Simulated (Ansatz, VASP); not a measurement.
**One calculation of AlN, two programs**

```
Al N
1.0
     0.00000    2.20159    2.20159
     2.20159    0.00000    2.20159
     2.20159    2.20159    0.00000
Al N
1 1
Direct
  0.01768 0.98232 0.98232
  0.71593 0.78407 0.78407
```

Change from the starting cell: mode 4 (634.6 1/cm) frozen in, largest displacement +0.150 Å.

Alike in both runs: task single point; functional PBE; k mesh 10 × 10 × 10; occupations gaussian, width 0.05 eV; no spin polarisation.

```csv
,VASP,Ansatz
version,VASP 6.6.1,Ansatz 0.2.0
potentials or method,"VASP PAW PBE potentials, release 64 (Al, N), cutoff 600 eV","scalar-relativistic, plane waves, PAW"
valence electrons in the cell,8,8
```

|  | VASP | Ansatz | Ansatz less VASP |
| --- | --- | --- | --- |
| gap on the k mesh at the Fermi level (eV) | 2.74 | 2.75 | +0.010 |
| least direct gap on the mesh (eV) | 3.36 | 3.35 | -0.008 |
| pressure (GPa) | 5.5 | 5.8 | +0.31 |
| traceless stress, the component that is largest in VASP (GPa) | 14.83 | 14.74 | -0.093 |
| rms of the force components (eV/Å) | 1.711 | 1.704 | -0.0067 |

Atom by atom the forces differ by 0.007 eV/Å (rms over components).
